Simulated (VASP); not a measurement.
Input of a VASP 6.6.1 run:

INCAR

```
PREC = Accurate
ENCUT = 520
EDIFF = 1E-6
ISMEAR = 0
SIGMA = 0.1
LREAL = F
LASPH = T
NELM = 100
ALGO = Normal
ISIF = 2
LWAVE = F
LCHARG = F
GGA = PE
NBANDS = 22
```

Contents of KPOINTS:

```
regular mesh
0
Gamma
  6 6 4
```

File POSCAR:

```
SrMgB5
1.0
    3.6757671700      0.0000000000      0.0000000000
    0.0000000000      3.6757671700      0.0000000000
    0.0000000000      0.0000000000      5.9910072800
Sr Mg B
1 1 5
Direct
    0.0000000000      0.0000000000      0.0000000000
    0.0000000000      0.0000000000      0.5000000000
    0.0000000000      0.5000000000      0.3050999900
    0.5000000000      0.0000000000      0.3050999900
    0.0000000000      0.5000000000      0.6949000100
    0.5000000000      0.0000000000      0.6949000100
    0.5000000000      0.5000000000      0.0000000000
```

Potentials or basis: VASP PAW PBE potentials, release 64 (Sr_sv, Mg, B).

Launch:

```console
$ cat potpaw_PBE.64/Sr_sv/POTCAR potpaw_PBE.64/Mg/POTCAR potpaw_PBE.64/B/POTCAR > POTCAR
$ mpirun -np 1 vasp_std > vasp.out
```

Task: Predict the pressure.

Result: 15.7 GPa.

Task: Estimate the largest force.

Result: 0.081 eV/Å.

Forces on the atoms (eV/Å):
```
Sr   0.000  0.000  0.000
Mg   0.000  0.000  0.000
B    0.000  0.000  0.081
B    0.000  0.000  0.081
B    0.000  0.000 -0.081
B    0.000  0.000 -0.081
B    0.000  0.000  0.000
```
